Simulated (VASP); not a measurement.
A run of VASP 6.6.1:

The input INCAR:

```
SYSTEM = TmHgCl
PREC = Accurate
ENCUT = 500
EDIFF = 1E-6
ISMEAR = 1
SIGMA = 0.1
LREAL = .False.
LASPH = .True.
NELM = 200
ALGO = Normal
ISIF = 2
LWAVE = .False.
LCHARG = .False.
GGA = PE
NBANDS = 21
GGA_COMPAT = .False.
LMAXMIX = 6
```

Contents of KPOINTS:

```
regular mesh
0
Gamma
  12 12 8
  0 0 0
```

Contents of POSCAR:

```
TmHgCl
1.0
    3.6795354910      0.0000000000      0.0000000000
    0.0000000000      3.6795354910      0.0000000000
    0.0000000000      0.0000000000      6.3181553893
Tm Hg Cl
1 1 1
Direct
    0.0000000000      0.0000000000      0.0000000000
    0.5000000000      0.5000000000      0.5000000000
    0.5000000000      0.5000000000      0.0000000000
```

Potentials or basis: VASP PAW PBE potentials, release 64 (Tm_3, Hg, Cl), 4f in core.

Command:

```bash
$ cat potpaw_PBE.64/Tm_3/POTCAR potpaw_PBE.64/Hg/POTCAR potpaw_PBE.64/Cl/POTCAR > POTCAR
$ mpirun -np 1 vasp_std > vasp.out
```

Hardware: 1 thread of AMD EPYC 9R45 96-Core Processor (Zen 5), with other jobs on the host.

Question: Estimate the wall time of this run.

Answer: Wall time 100 s on 1 thread of AMD EPYC 9R45 96-Core Processor (Zen 5), with other jobs on the host, peak memory 0.35 GiB. Counts: scf iterations 13, k points 140.
